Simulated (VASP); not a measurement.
**CuI: phonons with r2SCAN**

Crystal: CuI.

```xyz
2
Lattice="2.8618 2.8618 0.0000 -2.8618 2.8618 0.0000 0.0000 2.8618 2.8618" Properties=species:S:1:pos:R:3 pbc="T T T"
Cu    1.4309    4.2927    1.4309
I     0.0000    0.0000    0.0000
```

| Item | Value |
| --- | --- |
| Program | VASP 6.6.1 |
| Task | phonons |
| Functional | r2SCAN |
| Potentials or basis | VASP PAW PBE potentials, release 64 (Cu, I) |
| Cutoff | 520 eV |
| k mesh | 6 × 6 × 6 |
| Occupations | gaussian, width 0.01 eV |
| Spin | no spin polarisation |
| Dipole correction | no |
| Further INCAR settings | ALGO = Normal; EDIFF = 1e-08; NBANDS = 16; IBRION = 6; POTIM = 0.015; NSW = 1 |

```yaml
Highest_phonon_frequency_at_Γ_LO-TO_splitting_left_out: 191 cm⁻¹
```

Phonon frequencies in cm⁻¹ (negative: imaginary):
```csv
q point,frequencies
"(0.000, 0.000, 0.000)",-1 -1 -1 191 191 191
```

It took 11 min on 1 thread of Intel(R) Xeon(R) Platinum 8375C CPU @ 2.90GHz (Ice Lake), with other jobs on the host, peak memory 0.21 GiB.

Caveat: the cell stands under pressure or tension, which shifts response properties.
